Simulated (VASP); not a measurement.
# TaN (P6_3/mmc) in VASP: notebook, part 3 of 3

VASP 6.6.1. The steps go on from the part before.

## (5) Electric field gradients, PBEsol (equal xx and yy strain of +2 %)

Contents of INCAR:

```
SYSTEM = TaN
PREC     = Accurate       ! precision mode
ENCUT    = 520            ! plane-wave cutoff, eV
EDIFF    = 1E-8           ! SCF threshold, eV
ISMEAR   = -1             ! smearing method
SIGMA    = 0.01           ! smearing width, eV
LREAL    = .FALSE.        ! projectors in reciprocal space
LASPH    = .TRUE.         ! aspherical terms in the spheres
NELM     = 60             ! most SCF steps
ALGO     = Normal         ! electronic algorithm
ISIF     = 2              ! what is computed and relaxed
LWAVE    = .FALSE.        ! write WAVECAR
LCHARG   = .FALSE.        ! write CHGCAR
GGA      = PS             ! functional
LEFG     = .TRUE.       
NBANDS   = 24             ! bands
```

Contents of KPOINTS:

```
regular mesh
0
G
  9 9 5
  0 0 0
```

Contents of POSCAR:

```
TaN
1.0
    3.1089620182      0.0000000000      0.0000000000
   -1.5544810091      2.6924400871      0.0000000000
    0.0000000000      0.0000000000      4.9180000000
Ta N
2 2
Direct
    0.0000000000      0.0000000000      0.0000000000
    0.0000000000      0.0000000000      0.5000000000
    0.3333333333      0.6666666667      0.2500000000
    0.6666666667      0.3333333333      0.7500000000
```

Potentials or basis: VASP PAW PBE potentials, release 64 (Ta_pv, N).

The run is started by

```
$ cat potpaw_PBE.64/Ta_pv/POTCAR potpaw_PBE.64/N/POTCAR > POTCAR
$ mpirun -np 1 vasp_std > vasp.out
```

OUTCAR:

```text
SYSTEM = TaN
   PREC = Accurate
   ENCUT = 520
   EDIFF = 1E-8
   ISMEAR = -1
   LREAL = .FALSE.
   LASPH = .TRUE.
   NELM = 60
   ISIF = 2
   GGA = PS

 ion  position               nearest neighbor table
   1  0.000  0.000  0.000-   3 2.18   4 2.18   3 2.18   4 2.18   4 2.18   3 2.18   2 2.46   2 2.46

   2  0.000  0.000  0.500-   3 2.18   4 2.18   3 2.18   4 2.18   4 2.18   3 2.18   1 2.46   1 2.46

   3  0.333  0.667  0.250-   1 2.18   2 2.18   1 2.18   2 2.18   1 2.18   2 2.18
   4  0.667  0.333  0.750-   1 2.18   2 2.18   1 2.18   2 2.18   1 2.18   2 2.18

  LATTYP: Found a hexagonal cell.
 ALAT       =     3.1089620182
 C/A-ratio  =     1.5818784441

  Lattice vectors:

 A1 = (   3.1089620182,   0.0000000000,   0.0000000000)
 A2 = (  -1.5544810091,   2.6924400871,   0.0000000000)
 A3 = (   0.0000000000,   0.0000000000,   4.9180000000)

Analysis of symmetry for initial positions (statically):
[... 857 lines left out ...]
      0.00000      0.00000      0.00000         0.000000      0.000000      0.000000
      0.00000      0.00000      2.45900         0.000000      0.000000      0.000000
     -0.00000      1.79496      1.22950        -0.000000      0.000000      0.000000
      1.55448      0.89748      3.68850        -0.000000     -0.000000      0.000000
 -----------------------------------------------------------------------------------
    total drift:                               -0.000000      0.000000      0.000000

  FREE ENERGIE OF THE ION-ELECTRON SYSTEM (eV)
  ---------------------------------------------------
  free  energy   TOTEN  =       -44.4515232989 eV

  energy  without entropy=      -44.4487940394  energy(sigma->0) =      -44.45015867

 Electric field gradients (V/A^2)
---------------------------------------------------------------------
 ion       V_xx      V_yy      V_zz      V_xy      V_xz      V_yz
---------------------------------------------------------------------
   1      87.493    87.493  -174.986    -0.000    -0.000     0.000
   2      87.493    87.493  -174.986    -0.000     0.000    -0.000
   3      -2.841    -2.841     5.682    -0.000     0.000    -0.000
   4      -2.841    -2.841     5.682    -0.000     0.000     0.000
---------------------------------------------------------------------

 Electric field gradients after diagonalization (V/A^2)
 (convention: |V_zz| > |V_xx| > |V_yy|)
----------------------------------------------------------------------
 ion       V_xx      V_yy      V_zz     asymmetry (V_yy - V_xx)/ V_zz
----------------------------------------------------------------------
   1      87.494    87.493  -174.986       0.000
   2      87.494    87.493  -174.986       0.000
   3      -2.841    -2.841     5.682       0.000
   4      -2.841    -2.841     5.682       0.000
----------------------------------------------------------------------

           NMR quadrupolar parameters

 Cq : quadrupolar parameter    Cq=e*Q*V_zz/h
 eta: asymmetry parameters     (V_yy - V_xx)/ V_zz
 Q  : nuclear electric quadrupole moment in mb (millibarn)
----------------------------------------------------------------------
 ion       Cq(MHz)       eta       Q (mb)
----------------------------------------------------------------------
   1      -0.423       0.000       1.000
   2      -0.423       0.000       1.000
   3       0.014       0.000       1.000
   4       0.014       0.000       1.000
----------------------------------------------------------------------
```

OSZICAR:

```text
N       E                     dE             d eps       ncg     rms          rms(c)
DAV:   1     0.265699743680E+03    0.26570E+03   -0.17222E+04  1728   0.141E+03
DAV:   2    -0.360271076137E+02   -0.30173E+03   -0.28755E+03  2096   0.411E+02
DAV:   3    -0.491497340449E+02   -0.13123E+02   -0.12913E+02  2184   0.835E+01
DAV:   4    -0.493034804727E+02   -0.15375E+00   -0.15353E+00  1912   0.930E+00
DAV:   5    -0.493053984539E+02   -0.19180E-02   -0.19162E-02  2248   0.844E-01    0.381E+01
DAV:   6    -0.447190996508E+02    0.45863E+01   -0.17748E+01  2072   0.289E+01    0.174E+01
DAV:   7    -0.445112827330E+02    0.20782E+00   -0.10837E+00  1984   0.756E+00    0.104E+01
DAV:   8    -0.444595688899E+02    0.51714E-01   -0.16695E-01  2048   0.298E+00    0.130E+00
DAV:   9    -0.444518115146E+02    0.77574E-02   -0.24925E-02  2072   0.966E-01    0.446E-01
DAV:  10    -0.444515975512E+02    0.21396E-03   -0.21625E-03  2056   0.380E-01    0.835E-02
DAV:  11    -0.444515245860E+02    0.72965E-04   -0.15804E-04  2032   0.983E-02    0.193E-02
DAV:  12    -0.444515239801E+02    0.60584E-06   -0.93651E-06  2192   0.189E-02    0.390E-03
DAV:  13    -0.444515234016E+02    0.57857E-06   -0.28231E-07  2104   0.402E-03    0.324E-03
DAV:  14    -0.444515232893E+02    0.11227E-06   -0.53269E-08  2064   0.170E-03    0.585E-04
DAV:  15    -0.444515232989E+02   -0.96138E-08   -0.40298E-09  1200   0.396E-04
   1 F= -.44451523E+02 E0= -.44450159E+02  d E =-.272926E-02
```

Run time: 13 s. Hardware: 1 thread of Intel Xeon 6975P-C (Granite Rapids), shared host; peak memory 0.17 GiB.

What came out:

```yaml
Free_energy: -44.4515 eV
Pressure: 33.2 GPa
Band_gap_on_the_k_mesh: zero (band 16 reaches 10.03 eV, above the bottom of band 17 at 7.32 eV)
```

Electric field gradients, principal values (V/Å²):
| atom | least | middle | greatest (by size) |
| --- | --- | --- | --- |
| 1 Ta | 87.493 | 87.494 | -174.986 |
| 2 Ta | 87.493 | 87.494 | -174.986 |
| 3 N | -2.841 | -2.841 | 5.682 |
| 4 N | -2.841 | -2.841 | 5.682 |

Caveat: the cell differs from its parent crystal (equal xx and yy strain of +2 %); without QUAD_EFG the Cq values of the log hold for a quadrupole moment of 1 mb, not for the nuclei; the PAW data sets were made with another functional, which shifts forces and pressure a little; spin-orbit coupling is left out, which moves the levels of the heavy elements.

## (6) Electric field gradients, PBEsol

This run uses another cell than the first one, of 9.89 Å³/atom, 1.010 times its volume.

Contents of INCAR:

```
SYSTEM = TaN
PREC = Accurate
ENCUT = 520
EDIFF = 1E-8
ISMEAR = -1
SIGMA = 0.01
LREAL = .FALSE.
LASPH = .TRUE.
NELM = 100
ALGO = Normal
ISIF = 2
LWAVE = .FALSE.
LCHARG = .FALSE.
GGA = PS
LEFG = .TRUE.
NBANDS = 24
```

Contents of KPOINTS:

```
Automatic mesh
0
G
  9 9 5
  0 0 0
```

Changes to POSCAR since step 5:

```diff
@@ -2,4 +2,4 @@
 1.0
-    3.1089620182      0.0000000000      0.0000000000
-   -1.5544810091      2.6924400871      0.0000000000
+    3.0480019786      0.0000000000      0.0000000000
+   -1.5240009893      2.6396471442      0.0000000000
     0.0000000000      0.0000000000      4.9180000000
```

Potentials or basis: VASP PAW PBE potentials, release 64 (Ta_pv, N).

The run is started by

```
$ cat potpaw_PBE.64/Ta_pv/POTCAR potpaw_PBE.64/N/POTCAR > POTCAR
$ mpirun -np 1 vasp_std > vasp.out
```

OUTCAR:

```text
SYSTEM = TaN
   PREC = Accurate
   ENCUT = 520
   EDIFF = 1E-8
   ISMEAR = -1
   LREAL = .FALSE.
   LASPH = .TRUE.
   NELM = 100
   ISIF = 2
   GGA = PS

 ion  position               nearest neighbor table
   1  0.000  0.000  0.000-   3 2.15   4 2.15   3 2.15   4 2.15   4 2.15   3 2.15   2 2.46   2 2.46

   2  0.000  0.000  0.500-   3 2.15   4 2.15   3 2.15   4 2.15   4 2.15   3 2.15   1 2.46   1 2.46

   3  0.333  0.667  0.250-   1 2.15   2 2.15   1 2.15   2 2.15   1 2.15   2 2.15
   4  0.667  0.333  0.750-   1 2.15   2 2.15   1 2.15   2 2.15   1 2.15   2 2.15

  LATTYP: Found a hexagonal cell.
 ALAT       =     3.0480019786
 C/A-ratio  =     1.6135160130

  Lattice vectors:

 A1 = (   3.0480019786,   0.0000000000,   0.0000000000)
 A2 = (  -1.5240009893,   2.6396471442,   0.0000000000)
 A3 = (   0.0000000000,   0.0000000000,   4.9180000000)

Analysis of symmetry for initial positions (statically):
[... 857 lines left out ...]
      0.00000      0.00000      0.00000        -0.000000      0.000000     -0.000000
      0.00000      0.00000      2.45900        -0.000000      0.000000     -0.000000
     -0.00000      1.75976      1.22950        -0.000000      0.000000     -0.000000
      1.52400      0.87988      3.68850         0.000000      0.000000      0.000000
 -----------------------------------------------------------------------------------
    total drift:                               -0.000000      0.000000      0.000000

  FREE ENERGIE OF THE ION-ELECTRON SYSTEM (eV)
  ---------------------------------------------------
  free  energy   TOTEN  =       -44.3061390968 eV

  energy  without entropy=      -44.3040091233  energy(sigma->0) =      -44.30507411

 Electric field gradients (V/A^2)
---------------------------------------------------------------------
 ion       V_xx      V_yy      V_zz      V_xy      V_xz      V_yz
---------------------------------------------------------------------
   1      90.001    90.001  -180.002    -0.000    -0.000     0.000
   2      90.001    90.001  -180.002    -0.000     0.000    -0.000
   3      -2.716    -2.716     5.432     0.001     0.000     0.000
   4      -2.716    -2.716     5.432     0.001     0.000     0.000
---------------------------------------------------------------------

 Electric field gradients after diagonalization (V/A^2)
 (convention: |V_zz| > |V_xx| > |V_yy|)
----------------------------------------------------------------------
 ion       V_xx      V_yy      V_zz     asymmetry (V_yy - V_xx)/ V_zz
----------------------------------------------------------------------
   1      90.002    90.001  -180.002       0.000
   2      90.002    90.001  -180.002       0.000
   3      -2.717    -2.715     5.432       0.000
   4      -2.717    -2.715     5.432       0.000
----------------------------------------------------------------------

           NMR quadrupolar parameters

 Cq : quadrupolar parameter    Cq=e*Q*V_zz/h
 eta: asymmetry parameters     (V_yy - V_xx)/ V_zz
 Q  : nuclear electric quadrupole moment in mb (millibarn)
----------------------------------------------------------------------
 ion       Cq(MHz)       eta       Q (mb)
----------------------------------------------------------------------
   1      -0.435       0.000       1.000
   2      -0.435       0.000       1.000
   3       0.013       0.000       1.000
   4       0.013       0.000       1.000
----------------------------------------------------------------------
```

stdout:

```text
POSCAR found type information on POSCAR TaN
 POSCAR found :  2 types and       4 ions
 scaLAPACK will be used
 -----------------------------------------------------------------------------
|                                                                             |
|                                                                             |
|     You enforced a specific xc type in the INCAR file but a different       |
|     I HOPE YOU KNOW WHAT YOU ARE DOING!                                     |
|                                                                             |
 -----------------------------------------------------------------------------

 LDA part: xc-table for (Slater+PW92), standard interpolation
 POSCAR, INCAR and KPOINTS ok, starting setup
 FFT: planning ... GRIDC
 FFT: planning ... GRID_SOFT
 FFT: planning ... GRID
 WAVECAR not read
 entering main loop
ion   1

ion   2

ion   3

ion   4
```

It took 43 s on 1 thread of Intel Xeon 8259CL, shared host; peak memory 0.18 GiB.

Results:

| Item | Value |
| --- | --- |
| Free energy | -44.3061 eV |
| Pressure | 50.1 GPa |
| Band gap on the k mesh | zero (band 16 reaches 10.42 eV, above the bottom of band 17 at 7.85 eV) |

Stress tensor (GPa, compression positive):
```
 22.06   0.00   0.00
  0.00  22.06   0.00
  0.00   0.00 106.33
```

Levels at points of the mesh, in eV from the Fermi level:
```csv
k point,band 14,band 15,band 16,band 17,band 18,band 19
"(0.00, 0.00, 0.00)",-3.58,-3.56,-1.85,-1.85,-0.63,-0.63
```

Electric field gradients, principal values (V/Å²):
| atom | least | middle | greatest (by size) |
| --- | --- | --- | --- |
| 1 Ta | 90.001 | 90.002 | -180.002 |
| 2 Ta | 90.001 | 90.002 | -180.002 |
| 3 N | -2.715 | -2.717 | 5.432 |
| 4 N | -2.715 | -2.717 | 5.432 |

Caveat: without QUAD_EFG the Cq values of the log hold for a quadrupole moment of 1 mb, not for the nuclei; the PAW data sets were made with another functional, which shifts forces and pressure a little; spin-orbit coupling is left out, which moves the levels of the heavy elements.

## (7) Summary

```tsv
cell	gap on the mesh (eV)	pressure (GPa)
a = 3.048, b = 3.048, c = 4.869 Å, angles 90.0, 90.0, 120.0°, 4 atoms	none	56.9
a = 3.048, b = 3.048, c = 4.820 Å, angles 90.0, 90.0, 120.0°, 4 atoms	none	64.0
a = 3.109, b = 3.109, c = 4.918 Å, angles 90.0, 90.0, 120.0°, 4 atoms	none	33.2
a = 3.048, b = 3.048, c = 4.918 Å, angles 90.0, 90.0, 120.0°, 4 atoms	none	50.1
```

Alike in all rows: task electric field gradients; level PBEsol; potentials or basis VASP PAW PBE potentials, release 64 (Ta_pv, N); no spin polarisation; k mesh 9 × 9 × 5; cutoff (eV) 520; smearing fermi-dirac 0.01 eV.

Caveats: the PAW data sets were made with another functional, which shifts forces and pressure a little; spin-orbit coupling is left out, which moves the levels of the heavy elements.

Total energies depend on the potentials used, so only differences within one code and one set of settings carry meaning.
